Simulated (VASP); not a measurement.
Input of a VASP 6.6.1 run:

The input INCAR:

```
SYSTEM = CdSe
PREC = Accurate
ENCUT = 520
EDIFF = 1E-6
ISMEAR = -1
SIGMA = 0.02
LREAL = .False.
LASPH = .True.
NELM = 60
ALGO = Normal
ISIF = 2
LWAVE = .False.
LCHARG = .True.
GGA = PE
LELF = .True.
LVHAR = .True.
NBANDS = 46
```

File KPOINTS:

```
regular mesh
0
Gamma
  6 6 2
  0 0 0
```

The input POSCAR:

```
CdSe
1.0
    4.3826972658      0.0000000000      0.0000000000
   -2.1913486329      3.7955271692      0.0000000000
    0.0000000000      0.0000000000     14.3053196375
Cd Se
4 4
Direct
    0.0000000000      0.0000000000     -0.0001635496
    0.3333333333      0.6666666667      0.2499698784
    0.0000000000      0.0000000000      0.4998364504
    0.6666666667      0.3333333333      0.7499698784
    0.0000000000      0.0000000000      0.1874660271
    0.3333333333      0.6666666667      0.4377276440
    0.0000000000      0.0000000000      0.6874660271
    0.6666666667      0.3333333333      0.9377276440
```

Potentials or basis: VASP PAW PBE potentials, release 64 (Cd, Se).

Run with:

```bash
$ cat potpaw_PBE.64/Cd/POTCAR potpaw_PBE.64/Se/POTCAR > POTCAR
$ mpirun -np 1 vasp_std > vasp.out
```

Problem. What does it give for the pressure?

Solution. 0.2 GPa.

Problem. Estimate the band gap on the k mesh.

Solution. 0.52 eV.

Caveat: semilocal functionals underestimate gaps, and a narrow one can read as zero.
